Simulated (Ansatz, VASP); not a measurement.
Sr3Zn: VASP beside Ansatz

File INCAR:

```
PREC = Accurate ; ENCUT = 520
EDIFF = 1E-7 ; ISMEAR = 1
SIGMA = 0.1 ; LREAL = F
LASPH = T ; NELM = 80
ALGO = Normal ; ISIF = 2
LWAVE = F ; LCHARG = F
GGA = PE ; NBANDS = 29
```

Contents of KPOINTS:

```
Automatic mesh
0
Gamma
  4 4 4
```

POSCAR

```
Sr3Zn
1.0
    5.5520547697      0.0000000000      0.0000000000
    0.0000000000      5.5520547697      0.0000000000
    0.0000000000      0.0000000000      5.5520547697
Sr Zn
3 1
Direct
    0.5000000000      0.0000000000      0.5000000000
    0.5000000000      0.5000000000      0.0000000000
    0.0000000000      0.5000000000      0.5000000000
    0.0000000000      0.0000000000      0.0000000000
```

Input for Ansatz:

```yaml
crystal:
  lattice:
    - [5.55205476968915, 0.0, 0.0]
    - [0.0, 5.55205476968915, 0.0]
    - [0.0, 0.0, 5.55205476968915]
  atoms:
    - { symbol: Sr, position: [0.5, 0.0, 0.5] }
    - { symbol: Sr, position: [0.5, 0.5, 0.0] }
    - { symbol: Sr, position: [0.0, 0.5, 0.5] }
    - { symbol: Zn, position: [0.0, 0.0, 0.0] }
basis:
  ecutwfc: 550.0
kpoints:
  mp_grid:
    grid: [4, 4, 4]
hamiltonian:
  xc: pbe
scf:
  occupations:
    method: methfessel_paxton
output:
  stress: true
```

Alike in both runs: task single point; functional PBE; k mesh 4 × 4 × 4; no spin polarisation.

|  | VASP | Ansatz |
| --- | --- | --- |
| version | VASP 6.6.1 | Ansatz 0.2.0 |
| potentials or method | VASP PAW PBE potentials, release 64 (Sr_sv, Zn), cutoff 520 eV | plane waves, PAW |
| occupations | methfessel-paxton of order 1, width 0.1 eV | methfessel-paxton of order 1 |
| valence electrons in the cell | 42 | 42 |

|  | VASP | Ansatz | Ansatz less VASP |
| --- | --- | --- | --- |
| pressure (GPa) | -0.6 | -0.6 | -0.02 |
